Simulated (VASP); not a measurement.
# TiO2 (C2/c) in VASP: notebook, part 2 of 2

VASP 6.6.1. The steps go on from the part before.

## (3) Single point, PBEsol

Contents of INCAR:

```
SYSTEM = TiO2
  PREC = Accurate
  ENCUT = 520
  EDIFF = 1E-7
  ISMEAR = 0
  SIGMA = 0.01
  LREAL = .FALSE.
  LASPH = .TRUE.
  NELM = 60
  ALGO = Normal
  ISIF = 2
  LWAVE = .FALSE.
  LCHARG = .FALSE.
  GGA = PS
  NBANDS = 33
```

Contents of KPOINTS:

```
regular mesh
0
G
  3 3 3
  0 0 0
```

Contents of POSCAR:

```
TiO2
1.0
    2.7060340000     -2.7066550000      0.0000000000
    2.7060340000      2.7066550000      0.0000000000
   -2.6335310000      0.0000000000      4.7966370000
Ti O
2 4
Direct
    0.1341100000      0.8658900000      0.2500000000
    0.8658900000      0.1341100000      0.7500000000
    0.3312210000      0.0887550000      0.6671490000
    0.6687790000      0.9112450000      0.3328510000
    0.9112450000      0.6687790000      0.8328510000
    0.0887550000      0.3312210000      0.1671490000
```

Potentials or basis: VASP PAW PBE potentials, release 64 (Ti_sv, O).

Started as:

```console
> cat potpaw_PBE.64/Ti_sv/POTCAR potpaw_PBE.64/O/POTCAR > POTCAR
> mpirun -np 1 vasp_std > vasp.out
```

OUTCAR:

```text
SYSTEM = TiO2
   PREC = Accurate
   ENCUT = 520
   EDIFF = 1E-7
   ISMEAR = 0
   LREAL = .FALSE.
   LASPH = .TRUE.
   NELM = 60
   ISIF = 2
   GGA = PS

 ion  position               nearest neighbor table
   1  0.134  0.866  0.250-   4 1.93   6 1.93   6 1.98   4 1.98   3 2.00   5 2.00
   2  0.866  0.134  0.750-   5 1.93   3 1.93   5 1.98   3 1.98   6 2.00   4 2.00
   3  0.331  0.089  0.667-   2 1.93   2 1.98   1 2.00
   4  0.669  0.911  0.333-   1 1.93   1 1.98   2 2.00
   5  0.911  0.669  0.833-   2 1.93   2 1.98   1 2.00
   6  0.089  0.331  0.167-   1 1.93   1 1.98   2 2.00

  LATTYP: Found a base centered monoclinic cell.
 ALAT       =     5.4120680000
 B/A-ratio  =     1.0002294871
 C/A-ratio  =     1.0110809974
 COS(beta)  =    -0.4812705001

  Lattice vectors:

 A1 = (   2.7060340000,  -2.7066550000,   0.0000000000)
 A2 = (   2.7060340000,   2.7066550000,   0.0000000000)
 A3 = (  -2.6335310000,   0.0000000000,   4.7966370000)

Analysis of symmetry for initial positions (statically):
=====================================================================
 Subroutine PRICEL returns:
 Original cell was already a primitive cell.

 Routine SETGRP: Setting up the symmetry group for a
 base centered monoclinic supercell.

 Subroutine GETGRP returns: Found  4 space group operations
 (whereof  2 operations were pure point group operations)
 out of a pool of  4 trial point group operations.

The static configuration has the point symmetry S_2 .
 The point group associated with its full space group is C_2h.

Analysis of symmetry for dynamics (positions and initial velocities):
=====================================================================
 Subroutine PRICEL returns:
 Original cell was already a primitive cell.

 Routine SETGRP: Setting up the symmetry group for a
 base centered monoclinic supercell.

 Subroutine GETGRP returns: Found  4 space group operations
 (whereof  2 operations were pure point group operations)
[... 116 lines left out ...]
     AMIX_MAG =   1.60;   BMIX_MAG =  1.00
  volume/ion in A,a.u.               =      11.71        79.03
  Fermi-wavevector in a.u.,A,eV,Ry     =   1.441820  2.724644 28.284385  2.078844
  Thomas-Fermi vector in A             =   2.560409
   LORBIT       =      0    0 simple, 1 ext, 2 COOP (PROOUT), +10 PAW based schemes
   GGA     = PS    functional components
   LHFCALC =     F    Hartree Fock is set to
   AEXX    =    0.0000 exact exchange contribution
   IVDW    =     0    specifies the selected vdW correction
   LEPSILON=     F    determine dielectric tensor
   LRPA    =     F    only Hartree local field effects (RPA)
 non-spin polarized calculation
 Gauss-broadening in eV      SIGMA  =   0.01
  energy-cutoff  :      520.00
  volume of cell :       70.26
 maximum number of plane-waves:      1903
   NGX = 15   NGY = 15   NGZ = 21

 number of electron      47.9999994 magnetization

 Free energy of the ion-electron system (eV)
  ---------------------------------------------------
  ext. energy  EPLUGINS =         0.00000000
  ---------------------------------------------------
  free energy    TOTEN  =       -56.17595527 eV

  energy without entropy =      -56.17595527  energy(sigma->0) =      -56.17595527

 E-fermi :   2.9814     XC(G=0): -10.8608

 val. band max:        2.9134279109   @ k =  -0.3333   0.3333   0.0000
 cond. band min:       4.9993924160   @ k =   0.0000   0.0000   0.0000
 fundamental gap:      2.0859645051
 Fermi energy:         2.9813978773

 k-point     1 :       0.0000    0.0000    0.0000
  band No.  band energies     occupation
      1     -53.2439      2.00000
      2     -53.1894      2.00000
      3     -29.7835      2.00000
      4     -29.5679      2.00000
      5     -29.5675      2.00000
      6     -29.5049      2.00000
[... 349 lines left out ...]
     32       9.5886      0.00000
     33       9.8038      0.00000

------------------------ aborting loop because EDIFF is reached ----------------------------------------

  FORCE on cell =-STRESS in cart. coord.  units (eV):
  Direction    XX          YY          ZZ          XY          YZ          ZX
  --------------------------------------------------------------------------------------
  -------------------------------------------------------------------------------------
  Total       -3.3896273     -3.4060432     -2.5131125      0.0000000      0.0000000     -0.1318442
  in kB      -77.2911084    -77.6654266    -57.3046044      0.0000000      0.0000000     -3.0063425
  external PRESSURE =     -70.7537132 kB  Pullay stress =       0.0000000 kB

 VOLUME and BASIS-vectors are now :
 -----------------------------------------------------------------------------
  energy-cutoff  :      520.00
  volume of cell :       70.26
      direct lattice vectors                 reciprocal lattice vectors
     2.706034000 -2.706655000  0.000000000     0.184772253 -0.184729860  0.101446796
     2.706034000  2.706655000  0.000000000     0.184772253  0.184729860  0.101446796
    -2.633531000  0.000000000  4.796637000     0.000000000  0.000000000  0.208479399

 POSITION                                       TOTAL-FORCE (eV/Angst)
 -----------------------------------------------------------------------------------
      2.04765      1.98068      1.19916        -0.000000      0.064406      0.000000
      0.73089     -1.98068      3.59748         0.000000     -0.064406      0.000000
     -0.62049     -0.65627      3.20007         0.008024     -0.038881     -0.138375
      3.39903      0.65627      1.59657        -0.008024      0.038881      0.138375
      2.08226     -0.65627      3.99488        -0.008024     -0.038881      0.138375
      0.69628      0.65627      0.80175         0.008024      0.038881     -0.138375
 -----------------------------------------------------------------------------------
    total drift:                               -0.000000      0.000000     -0.000000

  FREE ENERGIE OF THE ION-ELECTRON SYSTEM (eV)
  ---------------------------------------------------
  free  energy   TOTEN  =       -56.1759552734 eV

  energy  without entropy=      -56.1759552734  energy(sigma->0) =      -56.17595527
```

stdout:

```text
POSCAR found type information on POSCAR TiO
 POSCAR found :  2 types and       6 ions
 scaLAPACK will be used
 -----------------------------------------------------------------------------
|                                                                             |
|                                                                             |
|     You enforced a specific xc type in the INCAR file but a different       |
|     I HOPE YOU KNOW WHAT YOU ARE DOING!                                     |
|                                                                             |
 -----------------------------------------------------------------------------

 LDA part: xc-table for (Slater+PW92), standard interpolation
 POSCAR, INCAR and KPOINTS ok, starting setup
 FFT: planning ... GRIDC
 FFT: planning ... GRID_SOFT
 FFT: planning ... GRID
 WAVECAR not read
 entering main loop
```

It took 23 s on 1 thread of Intel Xeon Platinum 8488C (Sapphire Rapids), shared host; peak memory 0.17 GiB.

Results:

- Free energy: -56.1760 eV
- Pressure: -7.1 GPa
- Largest force: 0.144 eV/Å
- Band gap on the k mesh: 2.09 eV, indirect (least direct gap 2.35 eV)

Forces in eV/Å, atoms in the order of the input:
```
Ti   0.000  0.064  0.000
Ti   0.000 -0.064  0.000
O    0.008 -0.039 -0.138
O   -0.008  0.039  0.138
O   -0.008 -0.039  0.138
O    0.008  0.039 -0.138
```

Caveat: the k points lie up to 0.59 Å⁻¹ apart; the PAW data sets were made with another functional, which shifts forces and pressure a little. A k mesh can miss the band edges.

## (4) Single point, PBEsol

Contents of INCAR:

```
SYSTEM = TiO2
ALGO = Normal
EDIFF = 1E-7
ENCUT = 520
GGA = PS
ISIF = 2
ISMEAR = 0
LASPH = .True.
LCHARG = .False.
LREAL = .False.
LWAVE = .False.
NBANDS = 33
NELM = 100
PREC = Accurate
SIGMA = 0.01
```

Contents of KPOINTS:

```
k-points
0
Gamma
  4 4 3
  0 0 0
```

POSCAR is that of step 3.

Started as:

```console
> cat potpaw_PBE.64/Ti_sv/POTCAR potpaw_PBE.64/O/POTCAR > POTCAR
> mpirun -np 1 vasp_std > vasp.out
```

Run time: 29 s. Hardware: 1 thread of Intel Xeon Platinum 8488C (Sapphire Rapids), shared host; peak memory 0.18 GiB.

Results (log left out):

```
Free energy            : -56.1569 eV
Pressure               : -6.9 GPa
Largest force          : 0.208 eV/Å
Band gap on the k mesh : 2.01 eV, indirect (least direct gap 2.35 eV)
```

Forces on the atoms (eV/Å):
```
Ti   0.000  0.058  0.000
Ti   0.000 -0.058  0.000
O    0.009 -0.038 -0.204
O   -0.009  0.038  0.204
O   -0.009 -0.038  0.204
O    0.009  0.038 -0.204
```

Stress tensor (GPa, compression positive):
```
-7.02  0.00 -0.34
 0.00 -7.05  0.00
-0.34  0.00 -6.69
```

Levels at points of the mesh, in eV from the valence-band top:
| k point | band 20 | band 21 | band 22 | band 23 | band 24 | band 25 | band 26 | band 27 | band 28 | band 29 |
| --- | --- | --- | --- | --- | --- | --- | --- | --- | --- | --- |
| (0.00, 0.00, 0.00) | -0.80 | -0.77 | -0.72 | -0.44 | -0.44 | 2.01 | 2.74 | 3.78 | 3.79 | 3.84 |
| (0.50, 0.00, 0.00) | -1.97 | -1.88 | -0.91 | -0.87 | -0.62 | 3.17 | 3.32 | 3.36 | 3.60 | 4.09 |
| (0.50, 0.50, 0.00) | -2.44 | -2.18 | -1.88 | -0.01 | 0.00 | 3.19 | 3.23 | 3.50 | 3.84 | 4.68 |

Caveat: the k points lie up to 0.44 Å⁻¹ apart; the PAW data sets were made with another functional, which shifts forces and pressure a little. A k mesh can miss the band edges.

## (5) Single point, PBEsol

Contents of INCAR:

```
SYSTEM = TiO2
ALGO     = Normal         ! electronic algorithm
EDIFF    = 1E-7           ! SCF threshold, eV
ENCUT    = 520            ! plane-wave cutoff, eV
GGA      = PS             ! functional
ISIF     = 2              ! what is computed and relaxed
ISMEAR   = 0              ! smearing method
LASPH    = .True.         ! aspherical terms in the spheres
LCHARG   = .False.        ! write CHGCAR
LREAL    = .False.        ! projectors in reciprocal space
LWAVE    = .False.        ! write WAVECAR
NBANDS   = 33             ! bands
NELM     = 60             ! most SCF steps
PREC     = Accurate       ! precision mode
SIGMA    = 0.01           ! smearing width, eV
```

Contents of KPOINTS:

```
k-points
0
Gamma
  6 6 4
  0 0 0
```

POSCAR is that of step 4.

Started as:

```console
> cat potpaw_PBE.64/Ti_sv/POTCAR potpaw_PBE.64/O/POTCAR > POTCAR
> mpirun -np 1 vasp_std > vasp.out
```

Run time: 70 s. Hardware: 1 thread of Intel Xeon Platinum 8488C (Sapphire Rapids), shared host; peak memory 0.22 GiB.

It converged, with:

| Item | Value |
| --- | --- |
| Free energy | -56.1627 eV |
| Pressure | -6.9 GPa |
| Largest force | 0.215 eV/Å |
| Band gap on the k mesh | 2.01 eV, indirect (least direct gap 2.34 eV) |

Forces in eV/Å, atoms in the order of the input:
```
Ti   0.000  0.061  0.000
Ti   0.000 -0.061  0.000
O    0.008 -0.037 -0.212
O   -0.008  0.037  0.212
O   -0.008 -0.037  0.212
O    0.008  0.037 -0.212
```

Stress tensor (GPa, compression positive):
```
-7.01  0.00 -0.34
 0.00 -7.04  0.00
-0.34  0.00 -6.73
```

Levels at points of the mesh, in eV from the valence-band top:
| k point | band 21 | band 22 | band 23 | band 24 | band 25 | band 26 | band 27 | band 28 |
| --- | --- | --- | --- | --- | --- | --- | --- | --- |
| (0.00, 0.00, 0.00) | -0.77 | -0.72 | -0.44 | -0.44 | 2.01 | 2.74 | 3.78 | 3.79 |
| (0.50, 0.00, 0.00) | -1.88 | -0.91 | -0.87 | -0.62 | 3.17 | 3.32 | 3.36 | 3.60 |
| (0.50, 0.50, 0.00) | -2.18 | -1.88 | -0.01 | 0.00 | 3.19 | 3.23 | 3.50 | 3.84 |
| (0.00, 0.00, 0.50) | -1.25 | -1.25 | -0.12 | -0.12 | 2.36 | 2.36 | 3.61 | 3.61 |
| (0.50, 0.00, 0.50) | -1.87 | -0.89 | -0.87 | -0.62 | 3.02 | 3.43 | 3.45 | 3.48 |
| (0.50, 0.50, 0.50) | -2.03 | -2.03 | -0.02 | -0.02 | 3.21 | 3.21 | 3.68 | 3.68 |

Caveat: the PAW data sets were made with another functional, which shifts forces and pressure a little. A k mesh can miss the band edges.

## (6) Overview

| k mesh | gap on the mesh (eV) | pressure (GPa) | largest force (eV/Å) |
| --- | --- | --- | --- |
| 3 × 3 × 2 | 2.08 | -7.0 | 0.15 |
| 3 × 3 × 3 | 2.09 | -7.1 | 0.14 |
| 4 × 4 × 3 | 2.01 | -6.9 | 0.21 |
| 6 × 6 × 4 | 2.01 | -6.9 | 0.22 |

Alike in all rows: task single point; level PBEsol; potentials or basis VASP PAW PBE potentials, release 64 (Ti_sv, O); no spin polarisation; cell as given; cutoff (eV) 520; smearing gaussian 0.01 eV.

Caveats: some runs use coarse meshes; the PAW data sets were made with another functional, which shifts forces and pressure a little.

Total energies depend on the potentials used, so only differences within one code and one set of settings carry meaning.
